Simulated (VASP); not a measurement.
Input of a VASP 6.6.1 run:

File POSCAR:

```
Si
1.0
    0.0000000000      2.7218511900      2.7218511900
    2.7218511900      0.0000000000      2.7218511900
    2.7218511900      2.7218511900      0.0000000000
Si
2
Direct
    0.7500000000      0.7500000000      0.7500000000
    0.5000000000      0.5000000000      0.5000000000
```

File INCAR.step1:

```
ALGO = Normal
EDIFF = 1E-4
ENCUT = 520
GGA = PE
ISMEAR = 0
LASPH = T
LCHARG = F
LREAL = F
LWAVE = T
NBANDS = 11
NELM = 80
PREC = Accurate
SIGMA = 0.1
```

Contents of INCAR.step2:

```
ALGO = Normal
EDIFF = 1E-6
ENCUT = 520
ISIF = 2
ISMEAR = 0
ISTART = 1
LASPH = T
LCHARG = F
LMIXTAU = T
LREAL = F
LWAVE = F
METAGGA = R2SCAN
NBANDS = 11
NELM = 80
PREC = Accurate
SIGMA = 0.1
```

File KPOINTS:

```
k-points
0
Gamma
  6 6 6
```

Potentials or basis: VASP PAW PBE potentials, release 64 (Si).

The run is started by

```bash
$ cat potpaw_PBE.64/Si/POTCAR > POTCAR
$ cp INCAR.step1 INCAR
$ mpirun -np 1 vasp_std > vasp.out
$ cp INCAR.step2 INCAR
$ mpirun -np 1 vasp_std > vasp.out
```

(1) Estimate the band gap on the k mesh.

(2) Predict the pressure.

Answers

(1) 0.93 eV, indirect (least direct gap 2.75 eV).

(2) -0.1 GPa.

Caveat: the PAW data sets were made with another functional, which shifts forces and pressure a little.
